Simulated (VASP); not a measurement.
BaTe:

```
CELL_PARAMETERS angstrom
-0.04579 -0.01444 -4.34164
2.45002 -4.19657 0.01133
-7.26131 -4.14533 -0.08852
ATOMIC_POSITIONS crystal
Ba 0.02931 0.47893 0.82693
Ba 0.00515 0.03220 0.33250
Te 0.48888 0.98442 0.67281
Te 0.47665 0.50445 0.16776
```

```yaml
Program: VASP 6.6.1
Task: relaxation of cell and atoms
Functional: PBE
Potentials_or_basis: VASP PAW PBE potentials, release 64 (Ba_sv, Te)
Cutoff: 500 eV
k_mesh: 4 × 4 × 2
Occupations: gaussian, width 0.1 eV
Spin: no spin polarisation
```

At the start: pressure 0.8 GPa; volume 44.09 Å³/atom.

Q: How do energy, volume and symmetry change on relaxing?

A: Over 17 steps the energy falls by 28.5 meV/atom and the volume is 44.73 Å³/atom (+1.4 %); space group Pmc2_1 (No. 26, to 0.05 Å).

Step by step:
```
step  energy change (eV)  largest force (eV/Å)  pressure (GPa)  volume (Å³)
   1              0.0000                0.4987            0.81       176.37
   2             -0.0536                0.3342           -0.30       182.10
   3             -0.0561                0.2971           -0.56       183.66
   4             -0.0802                0.2346           -0.28       181.06
   5             -0.0962                0.1320            0.26       176.85
   6             -0.1049                0.0682            0.07       178.17
   7             -0.1071                0.0734           -0.07       179.29
   8             -0.1084                0.0695            0.03       178.61
   9             -0.1088                0.0666            0.13       178.06
  10             -0.1096                0.0601            0.08       178.32
  11             -0.1108                0.0416           -0.05       179.12
  12             -0.1116                0.0319           -0.03       178.97
  13             -0.1130                0.0356            0.04       178.52
  14             -0.1131                0.0408            0.07       178.38
  15             -0.1135                0.0327           -0.06       179.22
  16             -0.1135                0.0335           -0.05       179.13
  17             -0.1139                0.0206           -0.01       178.90
```

Final structure:
```
CELL_PARAMETERS angstrom
0.00417 0.00152 -4.43297
2.40797 -4.18120 -0.00157
-7.23905 -4.19006 0.00584
ATOMIC_POSITIONS crystal
Ba 0.99870 0.49641 0.83346
Ba 0.00199 0.00238 0.33357
Te 0.49816 0.99785 0.66676
Te 0.50114 0.50337 0.16621
```
